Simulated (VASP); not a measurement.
# SnO (P4/nmm) in VASP: notebook, part 2 of 2

VASP 6.6.1. The steps go on from the part before.

### 3 Single point, LDA

Input file INCAR:

```
PREC = Accurate ; ENCUT = 910
EDIFF = 1E-6 ; ISMEAR = -1
SIGMA = 0.05 ; LREAL = F
LASPH = T ; NELM = 120
ALGO = Normal ; ISIF = 2
LWAVE = F ; LCHARG = T
GGA = CA ; LELF = T
LVHAR = T ; NBANDS = 28
GGA_COMPAT = F
```

Input file KPOINTS:

```
Automatic mesh
0
Gamma
  4 4 3
```

Input file POSCAR:

```
SnO
1.0
    3.8136952200      0.0000000000      0.0000000000
    0.0000000000      3.8136952200      0.0000000000
    0.0000000000      0.0000000000      4.8869133000
Sn O
2 2
Direct
    0.5000000000      0.0000000000      0.7646261400
    0.0000000000      0.5000000000      0.2353738600
    0.0000000000      0.0000000000      0.0000000000
    0.5000000000      0.5000000000      0.0000000000
```

Potentials or basis: VASP PAW LDA potentials, release 64 (Sn_d, O_h).

Run with:

```console
cat potpaw_LDA.64/Sn_d/POTCAR potpaw_LDA.64/O_h/POTCAR > POTCAR
mpirun -np 1 vasp_std > vasp.out
```

OUTCAR:

```text
PREC = Accurate
   ENCUT = 910
   EDIFF = 1E-6
   ISMEAR = -1
   LREAL = F
   LASPH = T
   NELM = 120
   ISIF = 2
   GGA = CA

 ion  position               nearest neighbor table
   1  0.500  0.000  0.765-   3 2.23   4 2.23   4 2.23   3 2.23   2 3.54   2 3.54   2 3.54   2 3.54
                             2 3.74   2 3.74   2 3.74   2 3.74
   2  0.000  0.500  0.235-   3 2.23   4 2.23   3 2.23   4 2.23   1 3.54   1 3.54   1 3.54   1 3.54
                             1 3.74   1 3.74   1 3.74   1 3.74
   3  0.000  0.000  0.000-   1 2.23   2 2.23   2 2.23   1 2.23
   4  0.500  0.500  0.000-   1 2.23   2 2.23   1 2.23   2 2.23

  LATTYP: Found a simple tetragonal cell.
 ALAT       =     3.8136952200
 C/A-ratio  =     1.2814116016

  Lattice vectors:

 A1 = (   3.8136952200,   0.0000000000,   0.0000000000)
 A2 = (   0.0000000000,   3.8136952200,   0.0000000000)
 A3 = (   0.0000000000,   0.0000000000,   4.8869133000)

Analysis of symmetry for initial positions (statically):
=====================================================================
 Subroutine PRICEL returns:
 Original cell was already a primitive cell.

 Routine SETGRP: Setting up the symmetry group for a
 simple tetragonal supercell.

 Subroutine GETGRP returns: Found 16 space group operations
 (whereof  8 operations were pure point group operations)
 out of a pool of 16 trial point group operations.

The static configuration has the point symmetry D_2d.
 The point group associated with its full space group is D_4h.

Analysis of symmetry for dynamics (positions and initial velocities):
=====================================================================
 Subroutine PRICEL returns:
 Original cell was already a primitive cell.

 Routine SETGRP: Setting up the symmetry group for a
 simple tetragonal supercell.

[... 111 lines left out ...]
   ISMEAR =    -1;   SIGMA  =   0.05  broadening in eV -4-tet -1-fermi 0-gaus
   EFERMI_NEDOS =   21; number of points for ismear=-14 and -15
   IALGO  =     38    algorithm
   IMIX   =      4    mixing-type and parameters
     AMIX     =   0.40;   BMIX     =  1.00
     AMIX_MAG =   1.60;   BMIX_MAG =  1.00
  volume/ion in A,a.u.               =      17.77       119.91
  Fermi-wavevector in a.u.,A,eV,Ry     =   1.351614  2.554180 24.855939  1.826860
  Thomas-Fermi vector in A             =   2.479021
   LORBIT       =      0    0 simple, 1 ext, 2 COOP (PROOUT), +10 PAW based schemes
   GGA     = CA    functional components
   LHFCALC =     F    Hartree Fock is set to
   AEXX    =    0.0000 exact exchange contribution
   IVDW    =     0    specifies the selected vdW correction
   LEPSILON=     F    determine dielectric tensor
   LRPA    =     F    only Hartree local field effects (RPA)
 non-spin polarized calculation
  energy-cutoff  :      910.00
  volume of cell :       71.08
 maximum number of plane-waves:      4445
 NGX is ok and might be reduce to    40
   NGX = 19   NGY = 19   NGZ = 25

 number of electron      39.9999998 magnetization

 Free energy of the ion-electron system (eV)
  ---------------------------------------------------
  ext. energy  EPLUGINS =         0.00000000
  ---------------------------------------------------
  free energy    TOTEN  =       -25.70310644 eV

  energy without entropy =      -25.70118184  energy(sigma->0) =      -25.70214414

 E-fermi :   6.9242     XC(G=0): -10.5874

 val. band max:        6.8342514406   @ k =   0.0000   0.0000   0.0000
 cond. band min:       7.0526822395   @ k =   0.5000   0.5000   0.0000
 fundamental gap:      0.2184307989
 Fermi energy:         6.9241895053

 k-point     1 :       0.0000    0.0000    0.0000
  band No.  band energies     occupation
      1     -14.9465      2.00000
      2     -14.5291      2.00000
      3     -14.5291      2.00000
      4     -14.5255      2.00000
      5     -14.4757      2.00000
      6     -14.4730      2.00000
[... 361 lines left out ...]
     27      15.9164      0.00000
     28      15.9164      0.00000

------------------------ aborting loop because EDIFF is reached ----------------------------------------

  FORCE on cell =-STRESS in cart. coord.  units (eV):
  Direction    XX          YY          ZZ          XY          YZ          ZX
  --------------------------------------------------------------------------------------
  -------------------------------------------------------------------------------------
  Total       -1.4695229     -1.4695229     -1.2149539      0.0000000      0.0000000      0.0000000
  in kB      -33.1253396    -33.1253396    -27.3869570      0.0000000      0.0000000      0.0000000
  external PRESSURE =     -31.2125454 kB  Pullay stress =       0.0000000 kB

 VOLUME and BASIS-vectors are now :
 -----------------------------------------------------------------------------
  energy-cutoff  :      910.00
  volume of cell :       71.08
      direct lattice vectors                 reciprocal lattice vectors
     3.813695220  0.000000000  0.000000000     0.262212878  0.000000000  0.000000000
     0.000000000  3.813695220  0.000000000     0.000000000  0.262212878  0.000000000
     0.000000000  0.000000000  4.886913300     0.000000000  0.000000000  0.204628144

 POSITION                                       TOTAL-FORCE (eV/Angst)
 -----------------------------------------------------------------------------------
      1.90685      0.00000      3.73666        -0.000000      0.000000      0.115852
      0.00000      1.90685      1.15025         0.000000     -0.000000     -0.115852
      0.00000      0.00000      0.00000        -0.000000      0.000000      0.000000
      1.90685      1.90685      0.00000        -0.000000     -0.000000      0.000000
 -----------------------------------------------------------------------------------
    total drift:                               -0.000000      0.000000     -0.000000

  FREE ENERGIE OF THE ION-ELECTRON SYSTEM (eV)
  ---------------------------------------------------
  free  energy   TOTEN  =       -25.7031064395 eV

  energy  without entropy=      -25.7011818420  energy(sigma->0) =      -25.70214414
```

OSZICAR:

```text
N       E                     dE             d eps       ncg     rms          rms(c)
DAV:   1     0.525583619593E+03    0.52558E+03   -0.27060E+04   692   0.305E+03
DAV:   2     0.827319998057E+02   -0.44285E+03   -0.42574E+03   680   0.729E+02
DAV:   3    -0.201877788537E+02   -0.10292E+03   -0.99973E+02   884   0.222E+02
DAV:   4    -0.290165680311E+02   -0.88288E+01   -0.87114E+01   796   0.662E+01
DAV:   5    -0.292962584199E+02   -0.27969E+00   -0.27930E+00   720   0.123E+01    0.115E+01
DAV:   6    -0.258064199699E+02    0.34898E+01   -0.15218E+01  1112   0.442E+01    0.510E+00
DAV:   7    -0.257599332599E+02    0.46487E-01   -0.20508E+00   792   0.859E+00    0.253E+00
DAV:   8    -0.257158339022E+02    0.44099E-01   -0.36135E-01   852   0.402E+00    0.800E-01
DAV:   9    -0.257026538238E+02    0.13180E-01   -0.39425E-02  1160   0.211E+00    0.243E-01
DAV:  10    -0.257034331869E+02   -0.77936E-03   -0.57228E-03   900   0.680E-01    0.135E-01
DAV:  11    -0.257030923426E+02    0.34084E-03   -0.12399E-03  1064   0.338E-01    0.175E-02
DAV:  12    -0.257031091265E+02   -0.16784E-04   -0.21301E-04   684   0.872E-02    0.201E-02
DAV:  13    -0.257031076341E+02    0.14924E-05   -0.85057E-06   808   0.247E-02    0.934E-03
DAV:  14    -0.257031064529E+02    0.11812E-05   -0.27684E-06   584   0.170E-02    0.255E-03
DAV:  15    -0.257031064395E+02    0.13463E-07   -0.13269E-06   396   0.798E-03
   1 F= -.25703106E+02 E0= -.25702144E+02  d E =-.192460E-02
```

Wall time 43 s (1 thread of AMD EPYC 7R43 (Zen 3), shared host); peak memory 0.19 GiB.

What came out:

| Quantity | Value |
| --- | --- |
| Free energy | -25.7031 eV |
| Pressure | -3.1 GPa |
| Largest force | 0.116 eV/Å |
| Band gap on the k mesh | 0.22 eV, indirect (least direct gap 2.03 eV) |

Forces on the atoms (eV/Å):
```
Sn   0.000  0.000  0.116
Sn   0.000  0.000 -0.116
O    0.000  0.000  0.000
O    0.000  0.000  0.000
```

Stress tensor (GPa, compression positive):
```
-3.31  0.00  0.00
 0.00 -3.31  0.00
 0.00  0.00 -2.74
```

Caveat: the k points lie up to 0.43 Å⁻¹ apart; the cutoff is under 1.25 times the usual one of these potentials, so pressure, stress and relaxed cells hold a basis-set (Pulay) error; spin-orbit coupling is left out, which moves the levels of the heavy elements.

### 4 Single point, PBE

Input file INCAR:

```
PREC = Accurate
ENCUT = 910
EDIFF = 1E-6
ISMEAR = 0
SIGMA = 0.025
LREAL = F
LASPH = T
NELM = 120
ALGO = Normal
ISIF = 2
LWAVE = F
LCHARG = T
GGA = PE
LELF = T
LVHAR = T
NBANDS = 28
GGA_COMPAT = F
```

Input file KPOINTS:

```
Automatic mesh
0
Gamma
  7 7 6
```

POSCAR is that of step 3.

Potentials or basis: VASP PAW PBE potentials, release 64 (Sn_d, O_h).

Run with:

```console
cat potpaw_PBE.64/Sn_d/POTCAR potpaw_PBE.64/O_h/POTCAR > POTCAR
mpirun -np 1 vasp_std > vasp.out
```

It took 60 s on 1 thread of Intel Xeon 6975P-C (Granite Rapids), shared host; peak memory 0.35 GiB.

Results (log left out):

```
Free energy            : -22.6997 eV
Pressure               : 3.7 GPa
Largest force          : 0.447 eV/Å
Band gap on the k mesh : 0.39 eV, indirect (least direct gap 2.05 eV)
```

Forces in eV/Å, atoms in the order of the input:
```
Sn   0.000  0.000 -0.447
Sn   0.000  0.000  0.447
O    0.000  0.000  0.000
O    0.000  0.000  0.000
```

Stress tensor (GPa, compression positive):
```
4.00 0.00 0.00
0.00 4.00 0.00
0.00 0.00 3.07
```

Levels at points of the mesh, in eV from the valence-band top:
```tsv
k point	band 18	band 19	band 20	band 21	band 22	band 23
(0.00, 0.00, 0.00)	-3.18	-3.18	0.00	2.05	4.27	4.74
(0.00, 0.00, 0.50)	-3.19	-3.19	-2.21	1.69	3.04	3.04
```

Caveat: the cutoff is under 1.25 times the usual one of these potentials, so pressure, stress and relaxed cells hold a basis-set (Pulay) error; spin-orbit coupling is left out, which moves the levels of the heavy elements. A k mesh can miss the band edges.

### 5 Relaxation of cell and atoms, r2SCAN+D4

POSCAR is that of step 4.

Input file INCAR.step1:

```
SYSTEM = SnO
PREC = Accurate ; ENCUT = 600
ISMEAR = -1 ; SIGMA = 0.05
LREAL = .False. ; LASPH = .True.
NELM = 60 ; GGA = PE
ALGO = Normal ; EDIFF = 1E-4
LWAVE = .True. ; LCHARG = .False.
```

Input file INCAR.step2:

```
SYSTEM = SnO
PREC = Accurate ; ENCUT = 600
EDIFF = 1E-6 ; ISMEAR = -1
SIGMA = 0.05 ; LREAL = .False.
LASPH = .True. ; NELM = 60
ALGO = Normal ; ISIF = 3
LWAVE = .False. ; LCHARG = .False.
METAGGA = R2SCAN ; LMIXTAU = .True.
IVDW = 13 ; VDW_S6 = 1.0
VDW_S8 = 0.6018749 ; VDW_A1 = 0.51559235
VDW_A2 = 5.77342911 ; IBRION = 2
NSW = 60 ; EDIFFG = -0.01
ISTART = 1
```

Input file KPOINTS:

```
regular mesh
0
Gamma
  7 7 6
  0 0 0
```

Potentials or basis: VASP PAW PBE potentials, release 64 (Sn_d, O).

Run with:

```console
cat potpaw_PBE.64/Sn_d/POTCAR potpaw_PBE.64/O/POTCAR > POTCAR
cp INCAR.step1 INCAR
mpirun -np 1 vasp_std > vasp.out
cp INCAR.step2 INCAR
mpirun -np 1 vasp_std > vasp.out
```

It took 31 min on 1 thread of Intel Xeon 6975P-C, shared host; peak memory 0.25 GiB.

The run converged. Its results:

```yaml
Free_energy: -67.3013 eV
Relaxed_volume: 17.32 Å³/atom
Relaxed_cell: a = 3.803 Å, b = 3.803 Å, c = 4.790 Å, α = 90.00°, β = 90.00°, γ = 90.00°
Space_group_after_relaxing_to_0.05_Å: P4/nmm (No. 129)
Energy_gained_by_relaxing: 1.1 meV/atom
Ionic_steps: 13
Pressure_after_relaxing: 0.0 GPa
Band_gap_on_the_k_mesh: 0.32 eV, indirect (least direct gap 2.33 eV)
Dispersion_energy_per_atom: -0.098 eV
```

Forces on the atoms (eV/Å):
```
Sn   0.000  0.000 -0.002
Sn   0.000  0.000  0.002
O    0.000  0.000  0.000
O    0.000  0.000  0.000
```

The path:
| step | energy change (eV) | largest force (eV/Å) | pressure (GPa) | volume (Å³) |
| --- | --- | --- | --- | --- |
| 1 | 0.0000 | 0.0108 | -0.75 | 71.08 |
| 2 | -0.0010 | 0.1751 | 0.42 | 70.22 |
| 3 | -0.0014 | 0.1191 | 0.03 | 70.51 |
| 4 | -0.0024 | 0.0616 | 0.01 | 70.25 |
| 5 | -0.0029 | 0.0057 | 0.00 | 69.95 |
| 6 | -0.0037 | 0.0076 | -0.08 | 69.80 |
| 7 | -0.0044 | 0.0155 | -0.20 | 69.35 |
| 8 | -0.0045 | 0.0133 | -0.16 | 69.45 |
| 9 | -0.0043 | 0.0629 | 0.30 | 69.10 |
| 10 | -0.0045 | 0.0150 | 0.00 | 69.32 |
| 11 | -0.0045 | 0.0136 | -0.02 | 69.33 |
| 12 | -0.0045 | 0.0135 | -0.01 | 69.32 |
| 13 | -0.0046 | 0.0023 | 0.01 | 69.27 |

Final structure:
```xyz
4
Lattice="3.8028 0.0000 0.0000 0.0000 3.8028 0.0000 0.0000 0.0000 4.7898" Properties=species:S:1:pos:R:3 pbc="T T T"
Sn    1.9014    0.0000    3.6397
Sn    0.0000    1.9014    1.1501
O     0.0000    0.0000    4.7898
O     1.9014    1.9014    4.7898
```

Levels at points of the mesh, in eV from the valence-band top:
```csv
k point,band 17,band 18,band 19,band 20,band 21,band 22,band 23,band 24
"(0.00, 0.00, 0.00)",-3.92,-3.61,-3.61,0.00,2.45,4.73,4.77,4.77
"(0.00, 0.00, 0.50)",-3.63,-3.63,-3.01,-2.56,1.97,3.01,3.01,3.75
```

Caveat: the PAW data sets were made with another functional, which shifts forces and pressure a little; spin-orbit coupling is left out, which moves the levels of the heavy elements.

### 6 The runs side by side

```tsv
task	level	potentials or basis	cell	k mesh	cutoff (eV)	smearing	grid for exact exchange (PRECFOCK)	share of exact exchange	second run	gap on the mesh (eV)	pressure (GPa)	largest force (eV/Å)
single point	r2SCAN-based global hybrid	VASP PAW PBE potentials, release 64 (Sn_d, O)	as given	4 × 4 × 3	520	fermi-dirac 0.05 eV	Normal	0.35	-	1.77	-3.7	0.55
single point	LDA	VASP PAW LDA potentials, release 64 (Sn_d, O_h)	as given	4 × 4 × 3	910	fermi-dirac 0.05 eV	-	-	hard_potentials	0.22	-3.1	0.12
single point	PBE	VASP PAW PBE potentials, release 64 (Sn_d, O_h)	as given	7 × 7 × 6	910	gaussian 0.025 eV	-	-	hard_potentials	0.39	3.7	0.45
relaxation of cell and atoms	r2SCAN+D4	VASP PAW PBE potentials, release 64 (Sn_d, O)	relaxed	7 × 7 × 6	600	fermi-dirac 0.05 eV	-	-	-	0.32	0.0	-
```

Alike in all rows: no spin polarisation.

Caveats: some runs use coarse meshes; spin-orbit coupling is left out, which moves the levels of the heavy elements; the PAW data sets were made with another functional, which shifts forces and pressure a little (some runs); the cutoff is under 1.25 times the usual one of these potentials, so pressure, stress and relaxed cells hold a basis-set (Pulay) error (some runs).

Absolute energies hang on the potentials; compare differences alone.
